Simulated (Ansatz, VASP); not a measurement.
## ZnO in VASP and in Ansatz

```
Zn O
1.0
     3.24238    0.00000    0.00000
    -1.62119    2.80798    0.00000
     0.00000    0.00000    5.24006
Zn O
2 2
Direct
  0.33333 0.66667 0.00170
  0.66667 0.33333 0.50170
  0.33333 0.66667 0.38040
  0.66667 0.33333 0.88040
```

Alike in both runs: functional PBE; k mesh 8 × 8 × 5; no spin polarisation.

Ansatz relaxed the structure, and its values are those at the end. VASP's run is a single point on that final structure, the one shown.

|  | VASP | Ansatz |
| --- | --- | --- |
| version | VASP 6.6.1 | Ansatz 0.2.0 |
| potentials or method | VASP PAW PBE potentials, release 64 (Zn, O) | scalar-relativistic, plane waves, PAW |
| plane-wave cutoff (eV) | 520 | 420 |
| occupations | gaussian, width 0.01 eV | fixed |
| valence electrons in the cell | 36 | 36 |

```tsv
	VASP	Ansatz	Ansatz less VASP
gap on the k mesh at the Fermi level (eV)	0.77	0.79	+0.015
least direct gap on the mesh (eV)	0.77	0.79	+0.015
pressure (GPa)	5.6	4.6	-1.09
```
